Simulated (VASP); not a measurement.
## In2Bi2Sb: single point with PBE

Crystal: In2Bi2Sb.

```
CELL_PARAMETERS angstrom
-2.13104 2.13104 8.58256
2.13104 -2.13104 8.58256
2.13104 2.13104 -8.58256
ATOMIC_POSITIONS crystal
In 0.25000 0.75000 0.50000
In 0.75000 0.25000 0.50000
Sb 0.00000 0.00000 0.00000
Bi 0.59371 0.59371 0.00000
Bi 0.40629 0.40629 0.00000
```

- Program: VASP 6.6.1
- Task: single point
- Functional: PBE
- Potentials or basis: VASP PAW PBE potentials, release 64 (In_d, Sb, Bi_d)
- Cutoff: 520 eV
- k mesh: 6 × 6 × 6
- Occupations: gaussian, width 0.1 eV
- Spin: no spin polarisation

```yaml
Pressure: -0.4 GPa
Largest_force: 0.009 eV/Å
Band_gap_on_the_k_mesh: zero (an odd number of electrons rules out a gap without spin polarisation)
```

Forces in eV/Å, atoms in the order of the input:
```
In   0.000  0.000  0.000
In   0.000  0.000  0.000
Sb   0.000  0.000  0.000
Bi   0.000  0.000  0.009
Bi   0.000  0.000 -0.009
```

Stress tensor (GPa, compression positive):
```
-0.44  0.00  0.00
 0.00 -0.44  0.00
 0.00  0.00 -0.25
```

Levels at points of the mesh, in eV from the Fermi level:
```
           k point  band 26  band 27  band 28  band 29  band 30  band 31  band 32  band 33  band 34  band 35
(0.00, 0.00, 0.00)    -1.98    -1.64    -0.80    -0.60    -0.60    -0.43     0.11     2.15     2.15     2.86
(0.50, 0.00, 0.00)    -3.67    -2.31    -1.33    -0.11     0.07     0.45     0.93     1.33     2.41     3.07
(0.50, 0.50, 0.00)    -4.48    -3.52    -3.34    -2.67    -2.21    -0.86    -0.46    -0.42     0.47     2.60
(0.50, 0.50, 0.50)    -2.14    -2.14    -0.62     0.09     0.34     0.34     0.68     0.68     2.47     3.11
```

Run time: 14 min on 1 thread of Intel(R) Xeon(R) Platinum 8259CL CPU @ 2.50GHz (Skylake/Cascade Lake), on a shared host, peak memory 0.8 GiB.

Caveat: spin-orbit coupling is left out, which moves the levels of the heavy elements.
